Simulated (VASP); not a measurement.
Sc12Pd, 13 atoms in the cell. The cell holds a slab with vacuum, 13 atoms: a = 6.620 Å, b = 6.620 Å, c = 18.276 Å, α = 90.00°, β = 90.00°, γ = 60.00°. 

- Program: VASP 6.6.1
- Task: single point
- Functional: LDA
- Potentials or basis: VASP PAW LDA potentials, release 64 (Sc_sv, Pd)
- Cutoff: 520 eV
- k mesh: 3 × 3 × 1
- Occupations: fermi-dirac, width 0.15 eV
- Spin: no spin polarisation
- Dipole correction: no
- Further INCAR settings: ALGO = Normal; EDIFF = 1e-06; NBANDS = 83

Potentials or basis: VASP PAW LDA potentials, release 64 (Sc_sv, Pd).

Run with:

```sh
$ cat potpaw_LDA.64/Sc_sv/POTCAR potpaw_LDA.64/Pd/POTCAR > POTCAR
$ mpirun -np 1 vasp_std > vasp.out
```

Hardware: 1 thread of AMD EPYC 7R43 64-Core Processor (Zen 3), on a shared host.

Question: How long does it take, and how much memory?

Answer: It took 36 min on 1 thread of AMD EPYC 7R43 64-Core Processor (Zen 3), on a shared host, peak memory 0.67 GiB. Counts: scf iterations 52, k points 5.
